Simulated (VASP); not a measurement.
**NiPt: single point with LDA**

Crystal: NiPt.

```
CELL_PARAMETERS angstrom
2.70994 0.00000 0.00000
0.00000 2.70994 0.00000
0.00000 0.00000 3.57832
ATOMIC_POSITIONS crystal
Ni 0.50000 0.50000 0.50000
Pt 0.00000 0.00000 0.00000
```

| Quantity | Value |
| --- | --- |
| Program | VASP 6.6.1 |
| Task | single point |
| Functional | LDA |
| Potentials or basis | VASP PAW LDA potentials, release 64 (Ni, Pt) |
| Cutoff | 520 eV |
| k mesh | 10 × 10 × 7 |
| Occupations | fermi-dirac, width 0.1 eV |
| Spin | collinear spin, ferromagnetic start |
| Starting moments | [0.6, 0.2] μB |
| Dipole correction | no |
| Further INCAR settings | ALGO = Normal; EDIFF = 1e-07; NBANDS = 21 |

```
Pressure                                              : -11.9 GPa
Net moment                                            : 0.57 μB per cell
Site moments                                          : Ni +0.39; Pt +0.17 μB
Valence electrons inside the program's atomic spheres : Ni 9.24; Pt 9.37
```

Stress tensor (GPa, compression positive):
```
-12.06   0.00   0.00
  0.00 -12.06   0.00
  0.00   0.00 -11.68
```

Levels at points of the mesh, in eV from the Fermi level:
Spin up:
```csv
k point,band 7,band 8,band 9,band 10,band 11,band 12,band 13,band 14
"(0.00, 0.00, 0.00)",-1.49,-0.93,-0.07,0.11,0.11,3.06,10.92,11.69
"(0.50, 0.00, 0.00)",-2.34,-1.58,-1.40,-1.39,0.48,2.33,11.05,11.45
"(0.50, 0.50, 0.00)",0.02,0.13,0.13,0.81,1.65,1.65,7.97,9.86
```
Spin down:
| k point | band 6 | band 7 | band 8 | band 9 | band 10 | band 11 | band 12 | band 13 | band 14 | band 15 |
| --- | --- | --- | --- | --- | --- | --- | --- | --- | --- | --- |
| (0.00, 0.00, 0.00) | -1.72 | -1.24 | -0.65 | 0.17 | 0.42 | 0.42 | 3.10 | 11.02 | 11.74 | 11.74 |
| (0.50, 0.00, 0.00) | -2.14 | -2.06 | -1.28 | -1.21 | -0.97 | 0.78 | 2.43 | 11.14 | 11.58 | 14.04 |
| (0.50, 0.50, 0.00) | -0.11 | 0.27 | 0.48 | 0.48 | 0.93 | 1.69 | 1.69 | 8.09 | 9.97 | 11.37 |

Wall time 2.1 min on 1 thread of AMD EPYC 7R13, with other jobs on the host, peak memory 0.16 GiB.

Caveat: spin-orbit coupling is left out, which moves the levels of the heavy elements.
